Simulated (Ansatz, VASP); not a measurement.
Two plane-wave programs on Ge

```
CELL_PARAMETERS angstrom
0.00000 2.71562 3.05507
2.71562 0.00000 3.05507
2.71562 2.71562 0.00000
ATOMIC_POSITIONS crystal
Ge 0.50000 0.50000 0.50000
Ge 0.75000 0.75000 0.75000
```

Change from the starting cell: strain -0.040 along x and y, +0.080 along z, atoms carried along.

Alike in both runs: task single point; functional PBE; k mesh 14 × 14 × 14; occupations gaussian, width 0.15 eV; no spin polarisation.

|  | VASP | Ansatz |
| --- | --- | --- |
| version | VASP 6.6.1 | Ansatz 0.2.0 |
| potentials or method | VASP PAW PBE potentials, release 64 (Ge_d), cutoff 500 eV | scalar-relativistic, plane waves, PAW |
| valence electrons in the cell | 28 | 28 |

```csv
,VASP,Ansatz,Ansatz less VASP
gap on the k mesh at the Fermi level (eV),none,none,-
pressure (GPa),3.9,4.1,+0.14
"traceless stress, the component that is largest in VASP (GPa)",-6.40,-6.39,+0.013
```

A gap of «none» marks a metal or a gap that the smearing closes.
